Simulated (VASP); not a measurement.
# MgI2 (P-3m1) in VASP: a series of runs, part 2 of 2

VASP 6.6.1. Earlier steps stand in the parts before.

## (3) Single point, PBEsol (strain along c alone, the other axes held: +1.5 %, then relaxed in part)

INCAR reads:

```
PREC = Accurate
ENCUT = 520
EDIFF = 1E-7
ISMEAR = 0
SIGMA = 0.02
LREAL = False
LASPH = True
NELM = 60
ALGO = Normal
ISIF = 2
LWAVE = False
LCHARG = True
GGA = PS
LELF = True
LVHAR = True
NBANDS = 15
```

KPOINTS reads:

```
Automatic mesh
0
Gamma
  6 6 4
```

POSCAR reads:

```
MgI2
1.0
    4.1307255317      0.0000000000      0.0000000000
   -2.0653627658      3.5773132465      0.0000000000
    0.0000000000      0.0000000000      7.1297003202
Mg I
1 2
Direct
    0.0000000000      0.0000000000      0.0000000000
    0.3333333333      0.6666666667      0.7656919653
    0.6666666667      0.3333333333      0.2343080347
```

Potentials or basis: VASP PAW PBE potentials, release 64 (Mg, I).

Started as:

```
cat potpaw_PBE.64/Mg/POTCAR potpaw_PBE.64/I/POTCAR > POTCAR
mpirun -np 1 vasp_std > vasp.out
```

OUTCAR:

```text
PREC = Accurate
   ENCUT = 520
   EDIFF = 1E-7
   ISMEAR = 0
   LREAL = False
   LASPH = True
   NELM = 60
   ISIF = 2
   GGA = PS

 ion  position               nearest neighbor table
   1  0.000  0.000  0.000-   2 2.91   3 2.91   2 2.91   3 2.91   3 2.91   2 2.91
   2  0.333  0.667  0.766-   1 2.91   1 2.91   1 2.91
   3  0.667  0.333  0.234-   1 2.91   1 2.91   1 2.91

  LATTYP: Found a hexagonal cell.
 ALAT       =     4.1307255317
 C/A-ratio  =     1.7260164747

  Lattice vectors:

 A1 = (   4.1307255317,   0.0000000000,   0.0000000000)
 A2 = (  -2.0653627658,   3.5773132465,   0.0000000000)
 A3 = (   0.0000000000,   0.0000000000,   7.1297003202)

Analysis of symmetry for initial positions (statically):
=====================================================================
 Subroutine PRICEL returns:
 Original cell was already a primitive cell.

 Routine SETGRP: Setting up the symmetry group for a
 hexagonal supercell.

 Subroutine GETGRP returns: Found 12 space group operations
 (whereof 12 operations were pure point group operations)
 out of a pool of 24 trial point group operations.

The static configuration has the point symmetry D_3d.

Analysis of symmetry for dynamics (positions and initial velocities):
=====================================================================
 Subroutine PRICEL returns:
 Original cell was already a primitive cell.

 Routine SETGRP: Setting up the symmetry group for a
 hexagonal supercell.

 Subroutine GETGRP returns: Found 12 space group operations
 (whereof 12 operations were pure point group operations)
 out of a pool of 24 trial point group operations.

The dynamic configuration has the point symmetry D_3d.

 Subroutine INISYM returns: Found 12 space group operations
 (whereof 12 operations are pure point group operations),
 and found     1 'primitive' translations

----------------------------------------------------------------------------------------

                                     Primitive cell

  volume of cell :     105.3549

  direct lattice vectors                    reciprocal lattice vectors
     4.130725532  0.000000000  0.000000000     0.242088222  0.139769700  0.000000000
    -2.065362766  3.577313247  0.000000000     0.000000000  0.279539400  0.000000000
     0.000000000  0.000000000  7.129700320     0.000000000  0.000000000  0.140258350

  length of vectors
     4.130725532  4.130725532  7.129700320     0.279539400  0.279539400  0.140258350

  position of ions in fractional coordinates (direct lattice)
     0.000000000  0.000000000  0.000000000
     0.333333333  0.666666667  0.765691965
     0.666666667  0.333333333  0.234308035

  ion indices of the primitive-cell ions
   primitive index   ion index
                 1           1
                 2           2
                 3           3

----------------------------------------------------------------------------------------

 KPOINTS: Automatic mesh

Automatic generation of k-mesh.
 Grid dimensions read from file:
 generate k-points for:    6    6    4
[... 43 lines left out ...]
  0.333333  0.166667  0.500000     12.000000
  0.333333  0.333333  0.500000      2.000000
   k-points           NKPTS =     24   k-points in BZ     NKDIM =     24   number of bands    NBANDS=     15
   number of dos      NEDOS =    301   number of ions     NIONS =      3
   total plane-waves  NPLWV =  55296
   dimension x,y,z NGX =    32 NGY =   32 NGZ =   54
   dimension x,y,z NGXF=    64 NGYF=   64 NGZF=  108
   ions per type =               1   2
   NGX,Y,Z   is equivalent  to a cutoff of  12.88, 12.88, 12.59 a.u.
   NGXF,Y,Z  is equivalent  to a cutoff of  25.76, 25.76, 25.18 a.u.
 SYSTEM =  unknown system
   PREC   = accura    normal or accurate (medium, high low for compatibility)
   ISTART =      0    job   : 0-new  1-cont  2-samecut
   ICHARG =      2    charge: 1-file 2-atom 10-const
   ISPIN  =      1    spin polarized calculation?
   LNONCOLLINEAR =      F non collinear calculations
   LSORBIT =      F    spin-orbit coupling
   LASPH  =      T    aspherical Exc in radial PAW
   ENCUT  =  520.0 eV  38.22 Ry    6.18 a.u.   7.68  7.68 13.26*2*pi/ulx,y,z
   NELM   =     60;   NELMIN=  2; NELMDL= -5     # of ELM steps
   EDIFF  = 0.1E-06   stopping-criterion for ELM
   LREAL  =      F    real-space projection
   EDIFFG = 0.1E-05   stopping-criterion for IOM
   NSW    =      0    number of steps for IOM
   IBRION =     -1    ionic relax: 0-MD 1-quasi-New 2-CG
   NFREE  =      0    steps in history (QN), initial steepest desc. (CG)
   ISIF   =      2    stress and relaxation
   ISYM   =      2    0-nonsym 1-usesym 2-fastsym
   POTIM  = 0.5000    time-step for ionic-motion
   TEBEG  =    0.0;   TEEND  =   0.0 temperature during run
   PSTRESS=    0.0 pullay stress
   NELECT =      16.0000    total number of electrons
   NUPDOWN=      -1.0000    fix difference up-down
   EMIN   =  10.00;   EMAX   =-10.00  energy-range for DOS
   EFERMI =   0.00;   METHOD = LEGACY
   ISMEAR =     0;   SIGMA  =   0.02  broadening in eV -4-tet -1-fermi 0-gaus
   EFERMI_NEDOS =   21; number of points for ismear=-14 and -15
   IALGO  =     38    algorithm
   IMIX   =      4    mixing-type and parameters
     AMIX     =   0.40;   BMIX     =  1.00
     AMIX_MAG =   1.60;   BMIX_MAG =  1.00
  volume/ion in A,a.u.               =      35.12       236.99
  Fermi-wavevector in a.u.,A,eV,Ry     =   0.873434  1.650550 10.379701  0.762886
  Thomas-Fermi vector in A             =   1.992824
   LORBIT       =      0    0 simple, 1 ext, 2 COOP (PROOUT), +10 PAW based schemes
   GGA     = PS    functional components
   LHFCALC =     F    Hartree Fock is set to
   AEXX    =    0.0000 exact exchange contribution
   IVDW    =     0    specifies the selected vdW correction
   LEPSILON=     F    determine dielectric tensor
   LRPA    =     F    only Hartree local field effects (RPA)
 non-spin polarized calculation
 Gauss-broadening in eV      SIGMA  =   0.02
  energy-cutoff  :      520.00
  volume of cell :      105.35
 maximum number of plane-waves:      2901
 NGX is ok and might be reduce to    32
   NGX = 15   NGY = 15   NGZ = 27

 number of electron      16.0000001 magnetization

 Free energy of the ion-electron system (eV)
  ---------------------------------------------------
  ext. energy  EPLUGINS =         0.00000000
  ---------------------------------------------------
  free energy    TOTEN  =        -8.42175544 eV

  energy without entropy =       -8.42175544  energy(sigma->0) =       -8.42175544

 E-fermi :   2.0264     XC(G=0):  -8.2143

 val. band max:        1.9310676908   @ k =   0.0000   0.0000   0.0000
 cond. band min:       5.4712879265   @ k =   0.5000  -0.0000   0.2500
 fundamental gap:      3.5402202357
 Fermi energy:         2.0263999645

 k-point     1 :       0.0000    0.0000    0.0000
  band No.  band energies     occupation
      1     -10.1226      2.00000
      2      -9.4692      2.00000
      3      -1.5257      2.00000
      4       1.5839      2.00000
      5       1.5839      2.00000
      6       1.8024      2.00000
      7       1.9311      2.00000
      8       1.9311      2.00000
      9       5.6203      0.00000
     10       6.6958      0.00000
     11       8.6573      0.00000
     12       8.6573      0.00000
     13       9.1338      0.00000
     14      10.0586      0.00000
[... 401 lines left out ...]
      2      -9.2360      2.00000
      3      -1.2532      2.00000
      4      -0.7722      2.00000
      5      -0.7722      2.00000
      6      -0.2251      2.00000
      7       1.3251      2.00000
      8       1.3251      2.00000
      9       6.7004      0.00000
     10       7.6793      0.00000
     11       7.6793      0.00000
     12       9.2301      0.00000
     13      10.3449      0.00000
     14      10.4462      0.00000
     15      10.7004      0.00000

------------------------ aborting loop because EDIFF is reached ----------------------------------------

  FORCE on cell =-STRESS in cart. coord.  units (eV):
  Direction    XX          YY          ZZ          XY          YZ          ZX
  --------------------------------------------------------------------------------------
  -------------------------------------------------------------------------------------
  Total       -0.0370373     -0.0370373     -0.0890918     -0.0000000      0.0000000     -0.0000000
  in kB       -0.5632430     -0.5632430     -1.3548579     -0.0000000      0.0000000     -0.0000000
  external PRESSURE =      -0.8271146 kB  Pullay stress =       0.0000000 kB

 VOLUME and BASIS-vectors are now :
 -----------------------------------------------------------------------------
  energy-cutoff  :      520.00
  volume of cell :      105.35
      direct lattice vectors                 reciprocal lattice vectors
     4.130725532  0.000000000  0.000000000     0.242088222  0.139769700  0.000000000
    -2.065362766  3.577313247  0.000000000     0.000000000  0.279539400  0.000000000
     0.000000000  0.000000000  7.129700320     0.000000000  0.000000000  0.140258350

 POSITION                                       TOTAL-FORCE (eV/Angst)
 -----------------------------------------------------------------------------------
      0.00000      0.00000      0.00000         0.000000      0.000000      0.000000
     -0.00000      2.38488      5.45915         0.000000      0.000000      0.006462
      2.06536      1.19244      1.67055        -0.000000      0.000000     -0.006462
 -----------------------------------------------------------------------------------
    total drift:                                0.000000     -0.000000      0.000000

  FREE ENERGIE OF THE ION-ELECTRON SYSTEM (eV)
  ---------------------------------------------------
  free  energy   TOTEN  =        -8.4217554363 eV

  energy  without entropy=       -8.4217554363  energy(sigma->0) =       -8.42175544
```

OSZICAR:

```text
N       E                     dE             d eps       ncg     rms          rms(c)
DAV:   1     0.737769869353E+02    0.73777E+02   -0.56463E+03   720   0.829E+02
DAV:   2    -0.247850268200E+01   -0.76255E+02   -0.70021E+02   979   0.132E+02
DAV:   3    -0.845598400085E+01   -0.59775E+01   -0.59549E+01   979   0.419E+01
DAV:   4    -0.857566633157E+01   -0.11968E+00   -0.11967E+00   997   0.696E+00
DAV:   5    -0.857718598199E+01   -0.15197E-02   -0.15196E-02   986   0.700E-01    0.400E+00
DAV:   6    -0.845336845136E+01    0.12382E+00   -0.10063E-01   818   0.158E+00    0.264E+00
DAV:   7    -0.842404547182E+01    0.29323E-01   -0.10417E-01   881   0.156E+00    0.626E-01
DAV:   8    -0.842176939163E+01    0.22761E-02   -0.77192E-03   818   0.483E-01    0.266E-01
DAV:   9    -0.842176647562E+01    0.29160E-05   -0.81447E-04   923   0.167E-01    0.110E-01
DAV:  10    -0.842175218789E+01    0.14288E-04   -0.42143E-05   902   0.434E-02    0.371E-02
DAV:  11    -0.842175492276E+01   -0.27349E-05   -0.73529E-06   860   0.150E-02    0.232E-02
DAV:  12    -0.842175510377E+01   -0.18100E-06   -0.60598E-07   965   0.426E-03    0.824E-03
DAV:  13    -0.842175526733E+01   -0.16356E-06   -0.88001E-08   690   0.164E-03    0.173E-03
DAV:  14    -0.842175546981E+01   -0.20248E-06   -0.20009E-07   803   0.255E-03    0.405E-03
DAV:  15    -0.842175543633E+01    0.33473E-07   -0.11161E-08   675   0.636E-04
   1 F= -.84217554E+01 E0= -.84217554E+01  d E =-.212656E-13
```

stdout:

```text
POSCAR found type information on POSCAR MgI
 POSCAR found :  2 types and       3 ions
 scaLAPACK will be used
 -----------------------------------------------------------------------------
|                                                                             |
|                                                                             |
|     You enforced a specific xc type in the INCAR file but a different       |
|     I HOPE YOU KNOW WHAT YOU ARE DOING!                                     |
|                                                                             |
 -----------------------------------------------------------------------------

 LDA part: xc-table for (Slater+PW92), standard interpolation
 POSCAR, INCAR and KPOINTS ok, starting setup
 FFT: planning ... GRIDC
 FFT: planning ... GRID_SOFT
 FFT: planning ... GRID
 WAVECAR not read
 entering main loop
```

Wall time 21 s (1 thread of AMD EPYC 9R45 (Zen 5), shared host); peak memory 0.21 GiB.

Results:

```
Free energy            : -8.4218 eV
Pressure               : -0.1 GPa
Largest force          : 0.006 eV/Å
Band gap on the k mesh : 3.54 eV (least direct gap 3.69 eV)
```

Forces in eV/Å, atoms in the order of the input:
```
Mg   0.000  0.000  0.000
I    0.000  0.000  0.006
I    0.000  0.000 -0.006
```

Levels at points of the mesh, in eV from the valence-band top:
| k point | band 5 | band 6 | band 7 | band 8 | band 9 | band 10 | band 11 | band 12 |
| --- | --- | --- | --- | --- | --- | --- | --- | --- |
| (0.00, 0.00, 0.00) | -0.35 | -0.13 | 0.00 | 0.00 | 3.69 | 4.76 | 6.73 | 6.73 |
| (0.50, 0.00, 0.00) | -1.75 | -1.29 | -0.84 | -0.43 | 3.63 | 5.27 | 5.48 | 7.07 |
| (0.00, 0.00, 0.50) | -0.29 | -0.29 | -0.06 | -0.06 | 4.61 | 4.81 | 6.60 | 6.60 |
| (0.50, 0.00, 0.50) | -1.20 | -1.18 | -0.78 | -0.59 | 3.54 | 5.17 | 5.54 | 6.04 |

Caveat: the cell differs from its parent crystal (strain along c alone, the other axes held: +1.5 %, then relaxed in part); the PAW data sets were made with another functional, which shifts forces and pressure a little; spin-orbit coupling is left out, which moves the levels of the heavy elements; this functional lacks dispersion, which binds layers or chains, so the pressure and a relaxed spacing across them are unreliable. A k mesh can miss the band edges.

## (4) Single point, PBEsol

This run uses another cell than the first one, of 35.12 Å³/atom.

INCAR reads:

```
SYSTEM = MgI2
PREC = Accurate
ENCUT = 520
EDIFF = 1E-6
ISMEAR = 0
SIGMA = 0.02
LREAL = .False.
LASPH = .True.
NELM = 100
ALGO = Normal
ISIF = 2
LWAVE = .False.
LCHARG = .False.
GGA = PS
NBANDS = 15
```

KPOINTS reads:

```
Automatic mesh
0
Gamma
  6 6 4
  0 0 0
```

POSCAR is that of step 3.

Started as:

```
cat potpaw_PBE.64/Mg/POTCAR potpaw_PBE.64/I/POTCAR > POTCAR
mpirun -np 1 vasp_std > vasp.out
```

Run time: 16 s. Hardware: 1 thread of AMD EPYC 9R45 (Zen 5), shared host; peak memory 0.2 GiB.

It converged, with:

| Quantity | Value |
| --- | --- |
| Free energy | -8.4218 eV |
| Pressure | -0.1 GPa |
| Largest force | 0.006 eV/Å |
| Band gap on the k mesh | 3.54 eV (least direct gap 3.69 eV) |

Forces on the atoms (eV/Å):
```
Mg   0.000  0.000  0.000
I    0.000  0.000  0.006
I    0.000  0.000 -0.006
```

Stress tensor (GPa, compression positive):
```
-0.06  0.00  0.00
 0.00 -0.06  0.00
 0.00  0.00 -0.14
```

Levels at points of the mesh, in eV from the valence-band top:
```csv
k point,band 6,band 7,band 8,band 9,band 10,band 11
"(0.00, 0.00, 0.00)",-0.13,0.00,0.00,3.69,4.76,6.73
"(0.50, 0.00, 0.00)",-1.29,-0.84,-0.43,3.63,5.27,5.48
"(0.00, 0.00, 0.50)",-0.29,-0.06,-0.06,4.61,4.81,6.60
"(0.50, 0.00, 0.50)",-1.18,-0.78,-0.59,3.54,5.17,5.54
```

Caveat: the PAW data sets were made with another functional, which shifts forces and pressure a little; spin-orbit coupling is left out, which moves the levels of the heavy elements; this functional lacks dispersion, which binds layers or chains, so the pressure and a relaxed spacing across them are unreliable. A k mesh can miss the band edges.

## (5) Single point, PBEsol (strain along c alone, the other axes held: +3.0 %, then relaxed in part)

INCAR reads:

```
SYSTEM = MgI2
ALGO     = Normal         ! electronic algorithm
EDIFF    = 1E-7           ! SCF threshold, eV
ENCUT    = 520            ! plane-wave cutoff, eV
GGA      = PS             ! functional
ISIF     = 2              ! what is computed and relaxed
ISMEAR   = 0              ! smearing method
LASPH    = .TRUE.         ! aspherical terms in the spheres
LCHARG   = .TRUE.         ! write CHGCAR
LELF     = .TRUE.         ! ELF
LREAL    = .FALSE.        ! projectors in reciprocal space
LVHAR    = .TRUE.       
LWAVE    = .FALSE.        ! write WAVECAR
NBANDS   = 15             ! bands
NELM     = 100            ! most SCF steps
PREC     = Accurate       ! precision mode
SIGMA    = 0.02           ! smearing width, eV
```

KPOINTS reads:

```
k-points
0
G
  6 6 4
  0 0 0
```

POSCAR reads:

```
MgI2
1.0
    4.1307255317      0.0000000000      0.0000000000
   -2.0653627658      3.5773132465      0.0000000000
    0.0000000000      0.0000000000      7.2350653495
Mg I
1 2
Direct
    0.0000000000      0.0000000000      0.0000000000
    0.3333333333      0.6666666667      0.7689679660
    0.6666666667      0.3333333333      0.2310320340
```

Started as:

```
cat potpaw_PBE.64/Mg/POTCAR potpaw_PBE.64/I/POTCAR > POTCAR
mpirun -np 1 vasp_std > vasp.out
```

Run time: 21 s. Hardware: 1 thread of AMD EPYC 9R45 (Zen 5), shared host; peak memory 0.21 GiB.

Results (log left out):

* Free energy: -8.4204 eV
* Pressure: -0.1 GPa
* Largest force: 0.007 eV/Å
* Band gap on the k mesh: 3.54 eV (least direct gap 3.69 eV)

Forces in eV/Å, atoms in the order of the input:
```
Mg   0.000  0.000  0.000
I    0.000  0.000  0.007
I    0.000  0.000 -0.007
```

Stress tensor (GPa, compression positive):
```
-0.07  0.00  0.00
 0.00 -0.07  0.00
 0.00  0.00 -0.20
```

Levels at points of the mesh, in eV from the valence-band top:
```tsv
k point	band 4	band 5	band 6	band 7	band 8	band 9	band 10	band 11	band 12	band 13
(0.00, 0.00, 0.00)	-0.33	-0.33	-0.19	0.00	0.00	3.69	4.78	6.72	6.72	7.12
(0.50, 0.00, 0.00)	-2.90	-1.71	-1.27	-0.83	-0.44	3.63	5.28	5.49	7.11	7.64
(0.00, 0.00, 0.50)	-1.26	-0.28	-0.28	-0.05	-0.05	4.58	4.81	6.62	6.62	7.79
(0.50, 0.00, 0.50)	-3.12	-1.23	-1.18	-0.78	-0.57	3.54	5.19	5.52	6.05	7.65
```

Caveat: the cell differs from its parent crystal (strain along c alone, the other axes held: +3.0 %, then relaxed in part); the PAW data sets were made with another functional, which shifts forces and pressure a little; spin-orbit coupling is left out, which moves the levels of the heavy elements; this functional lacks dispersion, which binds layers or chains, so the pressure and a relaxed spacing across them are unreliable.

## (6) Summary

| cell | gap on the mesh (eV) | pressure (GPa) | largest force (eV/Å) |
| --- | --- | --- | --- |
| a = 4.131, b = 4.131, c = 7.024 Å, angles 90.0, 90.0, 120.0°, 3 atoms, atomic positions A | 3.54 | 0.0 | - |
| a = 4.131, b = 4.131, c = 7.130 Å, angles 90.0, 90.0, 120.0°, 3 atoms, atomic positions B | 3.54 | -0.1 | 0.01 |
| a = 4.131, b = 4.131, c = 7.235 Å, angles 90.0, 90.0, 120.0°, 3 atoms, atomic positions C | 3.54 | -0.1 | 0.01 |

Alike in all rows: task single point; level PBEsol; potentials or basis VASP PAW PBE potentials, release 64 (Mg, I); no spin polarisation; k mesh 6 × 6 × 4; cutoff (eV) 520; smearing gaussian 0.02 eV.

Caveats: the PAW data sets were made with another functional, which shifts forces and pressure a little; spin-orbit coupling is left out, which moves the levels of the heavy elements; this functional lacks dispersion, which binds layers or chains, so the pressure and a relaxed spacing across them are unreliable.

Total energies depend on the potentials used, so only differences within one code and one set of settings carry meaning.
